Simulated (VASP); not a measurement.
## Ag: relaxation of cell and atoms with PBEsol

Crystal: Ag.

```
CELL_PARAMETERS angstrom
2.92230 0.00000 0.00000
-1.46115 2.53079 0.00000
0.00000 0.00000 4.70166
ATOMIC_POSITIONS crystal
Ag 0.33333 0.66667 0.25000
Ag 0.66667 0.33333 0.75000
```

This isn't the form of Ag at room conditions, which is fcc.

* Program: VASP 6.6.1
* Task: relaxation of cell and atoms
* Functional: PBEsol
* Potentials or basis: VASP PAW PBE potentials, release 64 (Ag)
* Cutoff: 600 eV
* k mesh: 18 × 18 × 10
* Occupations: gaussian, width 0.1 eV
* Spin: no spin polarisation
* Dipole correction: no
* Further INCAR settings: ALGO = Fast; EDIFF = 1e-06; IBRION = 2; EDIFFG = -0.005; NSW = 100; ISIF = 3

The relaxed volume is 16.67 Å³/atom, the relaxed cell is a = 2.866 Å, b = 2.866 Å, c = 4.687 Å, α = 90.00°, β = 90.00°, γ = 120.00° and the space group after relaxing (to 0.1 Å) is P6_3/mmc (No. 194). The energy gained by relaxing is 11.2 meV/atom and the ionic steps are 10. The pressure after relaxing is 0.0 GPa and the band gap on the k mesh is zero (bands 11 and 12 overlap by 7.53 eV).

Step by step:
```
step  energy change (eV)  largest force (eV/Å)  pressure (GPa)  volume (Å³)
   1              0.0000                0.0000           -4.37        34.77
   2             -0.0123                0.0000            3.05        32.44
   3             -0.0213                0.0000            0.30        33.33
   4             -0.0212                0.0000           -0.17        33.39
   5             -0.0213                0.0000           -0.12        33.36
   6             -0.0221                0.0000           -0.07        33.36
   7             -0.0224                0.0000           -0.08        33.36
   8             -0.0224                0.0000           -0.08        33.36
   9             -0.0224                0.0000            0.08        33.31
  10             -0.0224                0.0000            0.00        33.34
```

Final structure:
```
Ag
1.0
     2.86564    0.00000    0.00000
    -1.43282    2.48171    0.00000
     0.00000    0.00000    4.68744
Ag
2
Direct
  0.33333 0.66667 0.25000
  0.66667 0.33333 0.75000
```

Levels at points of the mesh, in eV from the Fermi level:
| k point | band 8 | band 9 | band 10 | band 11 | band 12 | band 13 | band 14 | band 15 |
| --- | --- | --- | --- | --- | --- | --- | --- | --- |
| (0.00, 0.00, 0.00) | -4.09 | -4.09 | -3.03 | -3.03 | -0.49 | 3.73 | 15.73 | 17.65 |
| (0.50, 0.00, 0.00) | -2.89 | -2.83 | -2.74 | 0.12 | 1.64 | 6.99 | 7.25 | 9.60 |
| (0.00, 0.00, 0.50) | -4.60 | -3.36 | -3.36 | -3.36 | -3.36 | 11.30 | 11.30 | 16.11 |
| (0.50, 0.00, 0.50) | -3.09 | -2.80 | -2.80 | 0.73 | 0.73 | 4.75 | 4.75 | 13.81 |

Run time: 6.3 min on 1 thread of Intel(R) Xeon(R) Platinum 8259CL CPU @ 2.50GHz (Skylake/Cascade Lake), on a shared host, peak memory 0.27 GiB.

Caveat: the PAW data sets were made with another functional, which shifts forces and pressure a little.
